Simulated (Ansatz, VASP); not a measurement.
SrO in VASP and in Ansatz

File INCAR:

```
SYSTEM = SrO
PREC = Accurate
ENCUT = 520
EDIFF = 1E-6
ISMEAR = 0
SIGMA = 0.01
LREAL = .FALSE.
LASPH = .TRUE.
NELM = 80
ALGO = Normal
ISIF = 2
LWAVE = .FALSE.
LCHARG = .TRUE.
GGA = PE
LELF = .TRUE.
LVHAR = .TRUE.
NBANDS = 15
```

The input KPOINTS:

```
regular mesh
0
G
  6 6 6
  0 0 0
```

The input POSCAR:

```
SrO
1.0
    0.0000000000      2.5663000000      2.5663000000
    2.5663000000      0.0000000000      2.5663000000
    2.5663000000      2.5663000000      0.0000000000
Sr O
1 1
Direct
    0.5000000000      0.5000000000      0.5000000000
    0.0194833028      0.0194833028     -0.0194833028
```

Input for Ansatz:

```yaml
crystal:
  lattice:
    - [0.0, 2.5663, 2.5663]
    - [2.5663, 0.0, 2.5663]
    - [2.5663, 2.5663, 0.0]
  atoms:
    - { symbol: Sr, position: [0.5, 0.5, 0.5] }
    - { symbol: O, position: [0.01948330280949227, 0.01948330280949227, -0.01948330280949227] }
basis:
  ecutwfc: 557.833418042754
kpoints:
  mp_grid:
    grid: [6, 6, 6]
    shift: [0.0, 0.0, 0.0]
hamiltonian:
  xc: pbe
  pseudopotentials:
    kind: paw
scf:
  convergence:
    dr2_threshold: 1.0e-07
  occupations:
    method: fixed
output:
  forces: true
```

Alike in both runs: task single point; functional PBE; k mesh 6 × 6 × 6; no spin polarisation.

|  | VASP | Ansatz |
| --- | --- | --- |
| version | VASP 6.6.1 | Ansatz 0.2.0 |
| potentials or method | VASP PAW PBE potentials, release 64 (Sr_sv, O), cutoff 520 eV | plane waves, PAW |
| occupations | gaussian, width 0.01 eV | fixed |
| valence electrons in the cell | 16 | 16 |

|  | VASP | Ansatz | Ansatz less VASP |
| --- | --- | --- | --- |
| rms of the force components (eV/Å) | 0.147 | 0.138 | -0.0088 |

Atom by atom the forces differ by 0.009 eV/Å (rms over components).
